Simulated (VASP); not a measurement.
# ScF5 (P6/mmm) in VASP: a series of runs, part 2 of 2

VASP 6.6.1. Earlier steps stand in the parts before.

**3. Single point, PBE, collinear spin**

This run uses another cell than the first one, of 17.44 Å³/atom.

Input file INCAR:

```
ALGO = Normal
EDIFF = 1E-6
ENCUT = 520
GGA = PE
ISIF = 2
ISMEAR = 0
ISPIN = 2
LASPH = True
LCHARG = False
LMAXMIX = 4
LORBIT = 11
LREAL = False
LWAVE = False
MAGMOM = 0 1 1 1 1 1
NBANDS = 36
NELM = 150
PREC = Accurate
SIGMA = 0.1
```

Input file KPOINTS:

```
k-points
0
Gamma
  6 6 4
```

Input file POSCAR:

```
ScF5
1.0
    4.4891562193      0.0000000000      0.0000000000
   -2.2445781097      3.8877233275      0.0000000000
    0.0000000000      0.0000000000      5.9964127795
Sc F
1 5
Direct
    0.0000000000      0.0000000000      0.5000000000
    0.0000000000      0.0000000000      0.8201197695
    0.0000000000      0.0000000000      0.1798802305
    0.5000000000      0.0000000000      0.5000000000
    0.0000000000      0.5000000000      0.5000000000
    0.5000000000      0.5000000000      0.5000000000
```

Potentials or basis: VASP PAW PBE potentials, release 64 (Sc_sv, F).

On the command line:

```sh
$ cat potpaw_PBE.64/Sc_sv/POTCAR potpaw_PBE.64/F/POTCAR > POTCAR
$ mpirun -np 1 vasp_std > vasp.out
```

OUTCAR:

```text
EDIFF = 1E-6
   ENCUT = 520
   GGA = PE
   ISIF = 2
   ISMEAR = 0
   ISPIN = 2
   LASPH = True
   LORBIT = 11
   LREAL = False
   NELM = 150
   PREC = Accurate

 ion  position               nearest neighbor table
   1  0.000  0.000  0.500-   2 1.92   3 1.92   4 2.24   4 2.24   6 2.24   6 2.24   5 2.24   5 2.24

   2  0.000  0.000  0.820-   1 1.92
   3  0.000  0.000  0.180-   1 1.92
   4  0.500  0.000  0.500-   1 2.24   1 2.24
   5  0.000  0.500  0.500-   1 2.24   1 2.24
   6  0.500  0.500  0.500-   1 2.24   1 2.24

  LATTYP: Found a hexagonal cell.
 ALAT       =     4.4891562193
 C/A-ratio  =     1.3357549808

  Lattice vectors:

 A1 = (   4.4891562193,   0.0000000000,   0.0000000000)
 A2 = (  -2.2445781097,   3.8877233275,   0.0000000000)
 A3 = (   0.0000000000,   0.0000000000,   5.9964127795)

Analysis of symmetry for initial positions (statically):
=====================================================================
 Subroutine PRICEL returns:
 Original cell was already a primitive cell.

 Routine SETGRP: Setting up the symmetry group for a
 hexagonal supercell.

 Subroutine GETGRP returns: Found 24 space group operations
 (whereof 24 operations were pure point group operations)
 out of a pool of 24 trial point group operations.

The static configuration has the point symmetry D_6h.

Analysis of symmetry for dynamics (positions and initial velocities):
=====================================================================
 Subroutine PRICEL returns:
 Original cell was already a primitive cell.

 Routine SETGRP: Setting up the symmetry group for a
 hexagonal supercell.

 Subroutine GETGRP returns: Found 24 space group operations
 (whereof 24 operations were pure point group operations)
 out of a pool of 24 trial point group operations.

The dynamic configuration has the point symmetry D_6h.
[... 170 lines left out ...]
 fundamental gap:      0.3439955349
 Fermi energy:        -4.4132709109

 spin component 1

 k-point     1 :       0.0000    0.0000    0.0000
  band No.  band energies     occupation
      1     -51.5393      1.00000
      2     -30.5698      1.00000
      3     -30.1219      1.00000
      4     -30.1219      1.00000
      5     -26.5582      1.00000
      6     -25.0931      1.00000
[... 787 lines left out ...]
     34       8.8936      0.00000
     35       9.4917      0.00000
 Fermi energy:        -4.4132709109

 spin component 2

 k-point     1 :       0.0000    0.0000    0.0000
  band No.  band energies     occupation
      1     -51.5420      1.00000
      2     -30.5009      1.00000
      3     -30.1403      1.00000
      4     -30.1403      1.00000
      5     -25.7485      1.00000
      6     -24.3186      1.00000
[... 787 lines left out ...]
     34       9.0350      0.00000
     35       9.6893      0.00000
 [bands above 35 left out]

------------------------ aborting loop because EDIFF is reached ----------------------------------------

  FORCE on cell =-STRESS in cart. coord.  units (eV):
  Direction    XX          YY          ZZ          XY          YZ          ZX
  --------------------------------------------------------------------------------------
  -------------------------------------------------------------------------------------
  Total        0.0421831      0.0421831      0.3691104     -0.0000000      0.0000000      0.0000000
  in kB        0.6457997      0.6457997      5.6508689     -0.0000000      0.0000000      0.0000000
  external PRESSURE =       2.3141561 kB  Pullay stress =       0.0000000 kB

 VOLUME and BASIS-vectors are now :
 -----------------------------------------------------------------------------
  energy-cutoff  :      520.00
  volume of cell :      104.65
      direct lattice vectors                 reciprocal lattice vectors
     4.489156219  0.000000000  0.000000000     0.222759011  0.128609975  0.000000000
    -2.244578110  3.887723327  0.000000000     0.000000000  0.257219950  0.000000000
     0.000000000  0.000000000  5.996412779     0.000000000  0.000000000  0.166766371

 POSITION                                       TOTAL-FORCE (eV/Angst)
 -----------------------------------------------------------------------------------
      0.00000      0.00000      2.99821         0.000000      0.000000      0.000000
      0.00000      0.00000      4.91778         0.000000     -0.000000      0.167160
      0.00000      0.00000      1.07864        -0.000000      0.000000     -0.167160
      2.24458      0.00000      2.99821         0.000000      0.000000      0.000000
     -1.12229      1.94386      2.99821         0.000000      0.000000      0.000000
      1.12229      1.94386      2.99821         0.000000      0.000000      0.000000
 -----------------------------------------------------------------------------------
    total drift:                                0.000000     -0.000000      0.000000

  FREE ENERGIE OF THE ION-ELECTRON SYSTEM (eV)
  ---------------------------------------------------
  free  energy   TOTEN  =       -28.9091970109 eV

  energy  without entropy=      -28.8974321973  energy(sigma->0) =      -28.90331460

 total charge

# of ion       s       p       d       tot
------------------------------------------
    1        2.163   6.189   0.927   9.279
    2        1.751   4.238   0.000   5.989
    3        1.751   4.238   0.000   5.989
    4        1.753   4.220   0.000   5.973
    5        1.753   4.220   0.000   5.973
    6        1.753   4.220   0.000   5.973
--------------------------------------------------
tot         10.924  27.324   0.927  39.175

 magnetization (x)

# of ion       s       p       d       tot
------------------------------------------
    1       -0.001   0.031  -0.027   0.003
    2        0.005   0.296   0.000   0.301
    3        0.005   0.296   0.000   0.301
    4        0.003   0.425   0.000   0.428
    5        0.003   0.425   0.000   0.428
    6        0.003   0.425   0.000   0.428
--------------------------------------------------
tot          0.017   1.897  -0.027   1.887
```

Wall time 2.3 min (1 thread of Intel Xeon Platinum 8259CL at 2.50GHz (Skylake/Cascade Lake), shared host); peak memory 0.34 GiB.

What came out:

| Item | Value |
| --- | --- |
| Free energy | -28.9092 eV |
| Pressure | 0.2 GPa |
| Largest force | 0.167 eV/Å |
| Band gap on the k mesh | zero (filled and empty bands overlap) |
| Net moment | 2.00 μB per cell |
| Site moments | Sc +0.00; F +0.30, +0.43 (each value once) μB |
| Valence electrons inside the program's atomic spheres | Sc 9.28; F 5.99, 5.97 (each value once) |

Forces in eV/Å, atoms in the order of the input:
```
Sc   0.000  0.000  0.000
F    0.000  0.000  0.167
F    0.000  0.000 -0.167
F    0.000  0.000  0.000
F    0.000  0.000  0.000
F    0.000  0.000  0.000
```

Levels at points of the mesh, in eV from the Fermi level:
Spin up:
| k point | band 20 | band 21 | band 22 | band 23 | band 24 | band 25 | band 26 | band 27 | band 28 | band 29 |
| --- | --- | --- | --- | --- | --- | --- | --- | --- | --- | --- |
| (0.00, 0.00, 0.00) | -1.05 | -1.05 | -0.60 | -0.59 | -0.59 | 5.73 | 5.73 | 6.01 | 6.01 | 7.41 |
| (0.50, 0.00, 0.00) | -1.13 | -0.80 | -0.73 | -0.69 | -0.62 | 6.16 | 6.16 | 6.39 | 7.16 | 8.46 |
| (0.00, 0.00, 0.50) | -1.21 | -0.71 | -0.71 | -0.54 | -0.54 | 5.73 | 5.73 | 5.93 | 5.93 | 7.59 |
| (0.50, 0.00, 0.50) | -1.06 | -0.99 | -0.80 | -0.77 | -0.67 | 6.08 | 6.17 | 6.31 | 7.16 | 8.73 |
Spin down:
```csv
k point,band 20,band 21,band 22,band 23,band 24,band 25
"(0.00, 0.00, 0.00)",-0.81,-0.71,0.65,1.03,1.03,5.72
"(0.50, 0.00, 0.00)",-0.86,-0.42,-0.40,0.62,0.81,6.18
"(0.00, 0.00, 0.50)",-0.71,-0.38,-0.38,1.03,1.03,5.72
"(0.50, 0.00, 0.50)",-0.76,-0.65,-0.50,-0.39,0.81,6.10
```

The gap in the log of VASP goes by the Fermi energy; the results here count the filled bands.